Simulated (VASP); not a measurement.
# Sb in VASP: a series of runs

Sb is run at these levels: r2SCAN; tasks: single point.

Everything below comes from runs of VASP 6.6.1. Logs are shortened: lines on timing, memory, paths and dates and some standing lists are left out, and cuts for length are marked.

## (1) The cell of the first run

The structure is cubic, space group Pm-3m (No. 221). Conventional cell: a = 3.413 Å, b = 3.413 Å, c = 3.413 Å, α = 90.00°, β = 90.00°, γ = 90.00°. Sb (site symmetry m-3m) has 6 Sb at 3.41 Å within 4.5 Å.

This isn't the form of Sb at room conditions, which is rhombohedral.

## (2) Single point, r2SCAN (strain +0.080 along x and y, +0.080 along z)

POSCAR reads:

```
Sb
1.0
    3.4128000000      0.0000000000      0.0000000000
    0.0000000000      3.4128000000      0.0000000000
    0.0000000000      0.0000000000      3.4128000000
Sb
1
Direct
    0.0000000000      0.0000000000      0.0000000000
```

INCAR.step1 reads:

```
PREC = Accurate ; ENCUT = 520
ISMEAR = 0 ; SIGMA = 0.15
LREAL = False ; LASPH = True
NELM = 100 ; NBANDS = 8
GGA = PE ; ALGO = Normal
EDIFF = 1E-4 ; LWAVE = True
LCHARG = False
```

INCAR.step2 reads:

```
PREC = Accurate ; ENCUT = 520
EDIFF = 1E-7 ; ISMEAR = 0
SIGMA = 0.15 ; LREAL = False
LASPH = True ; NELM = 100
ALGO = Normal ; ISIF = 2
LWAVE = False ; LCHARG = True
METAGGA = R2SCAN ; LMIXTAU = True
LELF = True ; LVHAR = True
NBANDS = 8 ; ISTART = 1
```

KPOINTS reads:

```
Automatic mesh
0
Gamma
  16 16 16
```

Potentials or basis: VASP PAW PBE potentials, release 64 (Sb).

Started as:

```
$ cat potpaw_PBE.64/Sb/POTCAR > POTCAR
$ cp INCAR.step1 INCAR
$ mpirun -np 1 vasp_std > vasp.out
$ cp INCAR.step2 INCAR
$ mpirun -np 1 vasp_std > vasp.out
```

OUTCAR:

```text
PREC = Accurate
   ENCUT = 520
   EDIFF = 1E-7
   ISMEAR = 0
   LREAL = False
   LASPH = True
   NELM = 100
   ISIF = 2
   METAGGA = R2SCAN
   ISTART = 1

 ion  position               nearest neighbor table
   1  0.000  0.000  0.000-

  LATTYP: Found a simple cubic cell.
 ALAT       =     3.4128000000

  Lattice vectors:

 A1 = (   3.4128000000,   0.0000000000,   0.0000000000)
 A2 = (   0.0000000000,   3.4128000000,   0.0000000000)
 A3 = (   0.0000000000,   0.0000000000,   3.4128000000)

Analysis of symmetry for initial positions (statically):
=====================================================================
 Subroutine PRICEL returns:
 Original cell was already a primitive cell.

 Routine SETGRP: Setting up the symmetry group for a
 simple cubic supercell.

 Subroutine GETGRP returns: Found 48 space group operations
 (whereof 48 operations were pure point group operations)
 out of a pool of 48 trial point group operations.

The static configuration has the point symmetry O_h .

Analysis of symmetry for dynamics (positions and initial velocities):
=====================================================================
 Subroutine PRICEL returns:
 Original cell was already a primitive cell.

 Routine SETGRP: Setting up the symmetry group for a
 simple cubic supercell.

 Subroutine GETGRP returns: Found 48 space group operations
 (whereof 48 operations were pure point group operations)
 out of a pool of 48 trial point group operations.

The dynamic configuration has the point symmetry O_h .

 Subroutine INISYM returns: Found 48 space group operations
 (whereof 48 operations are pure point group operations),
 and found     1 'primitive' translations

----------------------------------------------------------------------------------------

                                     Primitive cell

  volume of cell :      39.7496

  direct lattice vectors                    reciprocal lattice vectors
     3.412800000  0.000000000  0.000000000     0.293014534  0.000000000  0.000000000
     0.000000000  3.412800000  0.000000000     0.000000000  0.293014534  0.000000000
     0.000000000  0.000000000  3.412800000     0.000000000  0.000000000  0.293014534

  length of vectors
     3.412800000  3.412800000  3.412800000     0.293014534  0.293014534  0.293014534

  position of ions in fractional coordinates (direct lattice)
     0.000000000  0.000000000  0.000000000

  ion indices of the primitive-cell ions
   primitive index   ion index
                 1           1

----------------------------------------------------------------------------------------

 KPOINTS: Automatic mesh

Automatic generation of k-mesh.
 Grid dimensions read from file:
 generate k-points for:   16   16   16

 Generating k-lattice:

  Cartesian coordinates                     Fractional coordinates (reciprocal lattice)
     0.018313408  0.000000000  0.000000000     0.062500000  0.000000000  0.000000000
     0.000000000  0.018313408  0.000000000     0.000000000  0.062500000  0.000000000
     0.000000000  0.000000000  0.018313408     0.000000000  0.000000000  0.062500000

  Length of vectors
     0.018313408  0.018313408  0.018313408

  Shift w.r.t. Gamma in fractional coordinates (k-lattice)
     0.000000000  0.000000000  0.000000000

 Subroutine IBZKPT returns following result:
 ===========================================

 Found    165 irreducible k-points:

 Following reciprocal coordinates:
            Coordinates               Weight
  0.000000  0.000000  0.000000      1.000000
  0.062500  0.000000  0.000000      6.000000
  0.125000  0.000000  0.000000      6.000000
  0.187500  0.000000  0.000000      6.000000
  0.250000  0.000000  0.000000      6.000000
  0.312500  0.000000  0.000000      6.000000
[... 16 lines left out ...]
  0.437500  0.125000  0.000000     24.000000
  0.500000  0.125000  0.000000     12.000000
 [... further k-points ...]
   k-points           NKPTS =    165   k-points in BZ     NKDIM =    165   number of bands    NBANDS=      8
   number of dos      NEDOS =    301   number of ions     NIONS =      1
   total plane-waves  NPLWV =  21952
   dimension x,y,z NGX =    28 NGY =   28 NGZ =   28
   dimension x,y,z NGXF=    56 NGYF=   56 NGZF=   56
   ions per type =               1
   NGX,Y,Z   is equivalent  to a cutoff of  13.64, 13.64, 13.64 a.u.
   NGXF,Y,Z  is equivalent  to a cutoff of  27.28, 27.28, 27.28 a.u.
 SYSTEM =  unknown system
   PREC   = accura    normal or accurate (medium, high low for compatibility)
   ISTART =      1    job   : 0-new  1-cont  2-samecut
   ICHARG =      0    charge: 1-file 2-atom 10-const
   ISPIN  =      1    spin polarized calculation?
   LNONCOLLINEAR =      F non collinear calculations
   LSORBIT =      F    spin-orbit coupling
   LASPH  =      T    aspherical Exc in radial PAW
   ENCUT  =  520.0 eV  38.22 Ry    6.18 a.u.   6.35  6.35  6.35*2*pi/ulx,y,z
   NELM   =    100;   NELMIN=  2; NELMDL=  0     # of ELM steps
   EDIFF  = 0.1E-06   stopping-criterion for ELM
   LREAL  =      F    real-space projection
   EDIFFG = 0.1E-05   stopping-criterion for IOM
   NSW    =      0    number of steps for IOM
   IBRION =     -1    ionic relax: 0-MD 1-quasi-New 2-CG
   NFREE  =      0    steps in history (QN), initial steepest desc. (CG)
   ISIF   =      2    stress and relaxation
   ISYM   =      2    0-nonsym 1-usesym 2-fastsym
   POTIM  = 0.5000    time-step for ionic-motion
   TEBEG  =    0.0;   TEEND  =   0.0 temperature during run
   PSTRESS=    0.0 pullay stress
   NELECT =       5.0000    total number of electrons
   NUPDOWN=      -1.0000    fix difference up-down
   EMIN   =  10.00;   EMAX   =-10.00  energy-range for DOS
   EFERMI =   0.00;   METHOD = LEGACY
   ISMEAR =     0;   SIGMA  =   0.15  broadening in eV -4-tet -1-fermi 0-gaus
   EFERMI_NEDOS =   21; number of points for ismear=-14 and -15
   IALGO  =     38    algorithm
   IMIX   =      4    mixing-type and parameters
     AMIX     =   0.40;   BMIX     =  1.00
     AMIX_MAG =   1.60;   BMIX_MAG =  1.00
  volume/ion in A,a.u.               =      39.75       268.24
  Fermi-wavevector in a.u.,A,eV,Ry     =   0.820265  1.550075  9.154464  0.672834
  Thomas-Fermi vector in A             =   1.931216
   LORBIT       =      0    0 simple, 1 ext, 2 COOP (PROOUT), +10 PAW based schemes
   METAGGA = R2SCAN    functional components
   LHFCALC =     F    Hartree Fock is set to
   AEXX    =    0.0000 exact exchange contribution
   IVDW    =     0    specifies the selected vdW correction
   LEPSILON=     F    determine dielectric tensor
   LRPA    =     F    only Hartree local field effects (RPA)
 non-spin polarized calculation
 Gauss-broadening in eV      SIGMA  =   0.15
  energy-cutoff  :      520.00
  volume of cell :       39.75
 maximum number of plane-waves:      1108
 NGX is ok and might be reduce to    28
   NGX = 13   NGY = 13   NGZ = 13

 number of electron       4.9999999 magnetization

 Free energy of the ion-electron system (eV)
  ---------------------------------------------------
  ext. energy  EPLUGINS =         0.00000000
  ---------------------------------------------------
  free energy    TOTEN  =       -25.24776136 eV

  energy without entropy =      -25.23829010  energy(sigma->0) =      -25.24302573

 E-fermi :   3.8852     XC(G=0):  -8.8751

 val. band max:        3.8737345041   @ k =   0.4375   0.3125   0.3125
 cond. band min:       3.8886440893   @ k =   0.4375   0.2500   0.0000
 fundamental gap:      0.0149095852
 Fermi energy:         3.8852004995

 k-point     1 :       0.0000    0.0000    0.0000
  band No.  band energies     occupation
      1      -7.1837      2.00000
      2       6.5382      0.00000
      3       6.5382      0.00000
      4       6.5382      0.00000
      5      10.9088      0.00000
      6      10.9088      0.00000
      7      11.2431      0.00000
      8      20.6097      0.00000

 k-point     2 :       0.0625    0.0000    0.0000
  band No.  band energies     occupation
      1      -7.1406      2.00000
      2       6.0100      0.00000
      3       6.5776      0.00000
      4       6.5776      0.00000
      5      10.9482      0.00000
      6      11.1340      0.00000
      7      11.6737      0.00000
      8      20.0456      0.00000

 k-point     3 :       0.1250    0.0000    0.0000
  band No.  band energies     occupation
      1      -7.0130      2.00000
      2       4.8951      0.00000
      3       6.6929      0.00000
      4       6.6929      0.00000
      5      11.0654      0.00000
      6      11.3058      0.00000
      7      12.9923      0.00000
      8      19.0474      0.00000

 k-point     4 :       0.1875    0.0000    0.0000
  band No.  band energies     occupation
      1      -6.8069      2.00000
      2       3.6616      1.96496
      3       6.8750      0.00000
      4       6.8750      0.00000
      5      11.2565      0.00000
      6      11.5422      0.00000
      7      14.5761      0.00000
      8      18.0244      0.00000

 k-point     5 :       0.2500    0.0000    0.0000
  band No.  band energies     occupation
      1      -6.5345      2.00000
      2       2.4801      2.00000
      3       7.1074      0.00000
      4       7.1074      0.00000
      5      11.5133      0.00000
      6      11.8684      0.00000
      7      16.0438      0.00000
      8      17.0716      0.00000
[... 177 lines left out ...]
 k-point    22 :       0.3750    0.1250    0.0000
  band No.  band energies     occupation
      1      -5.7299      2.00000
      2       0.7397      2.00000
      3       6.0548      0.00000
      4       7.7565      0.00000
      5      12.3935      0.00000
      6      12.8766      0.00000
      7      14.7669      0.00000
      8      15.7318      0.00000

 k-point    23 :       0.4375    0.1250    0.0000
  band No.  band energies     occupation
      1      -5.4802      2.00000
      2       0.1643      2.00000
      3       6.2609      0.00000
      4       7.9321      0.00000
      5      12.1964      0.00000
      6      13.0367      0.00000
      7      15.0232      0.00000
      8      15.3062      0.00000

 k-point    24 :       0.5000    0.1250    0.0000
  band No.  band energies     occupation
      1      -5.3826      2.00000
      2      -0.0425      2.00000
      3       6.3390      0.00000
      4       7.9972      0.00000
      5      12.0688      0.00000
      6      13.1761      0.00000
      7      15.1574      0.00000
      8      15.3121      0.00000

 [... further k-points ...]
[... 5 lines left out ...]
  --------------------------------------------------------------------------------------
  -------------------------------------------------------------------------------------
  Total       -2.2590938     -2.2590938     -2.2590938     -0.0000000      0.0000000     -0.0000000
  in kB      -91.0567881    -91.0567881    -91.0567881     -0.0000000      0.0000000     -0.0000000
  external PRESSURE =     -91.0567881 kB  Pullay stress =       0.0000000 kB

 VOLUME and BASIS-vectors are now :
 -----------------------------------------------------------------------------
  energy-cutoff  :      520.00
  volume of cell :       39.75
      direct lattice vectors                 reciprocal lattice vectors
     3.412800000  0.000000000  0.000000000     0.293014534  0.000000000  0.000000000
     0.000000000  3.412800000  0.000000000     0.000000000  0.293014534  0.000000000
     0.000000000  0.000000000  3.412800000     0.000000000  0.000000000  0.293014534

 POSITION                                       TOTAL-FORCE (eV/Angst)
 -----------------------------------------------------------------------------------
      0.00000      0.00000      0.00000         0.000000      0.000000      0.000000
 -----------------------------------------------------------------------------------
    total drift:                                0.000000      0.000000      0.000000

  FREE ENERGIE OF THE ION-ELECTRON SYSTEM (eV)
  ---------------------------------------------------
  free  energy   TOTEN  =       -25.2477613550 eV

  energy  without entropy=      -25.2382901002  energy(sigma->0) =      -25.24302573
```

Wall time 4.3 min (1 thread of Intel Xeon 8259CL, shared host); peak memory 0.2 GiB.

Results:

* Free energy: -25.2478 eV
* Pressure: -9.1 GPa
* Band gap on the k mesh: zero (an odd number of electrons rules out a gap without spin polarisation)

Caveat: the cell differs from its parent crystal (strain +0.080 along x and y, +0.080 along z); the cell stands under tension; the PAW data sets were made with another functional, which shifts forces and pressure a little; spin-orbit coupling is left out, which moves the levels of the heavy elements.

(Part 1 of 2 ends here.)
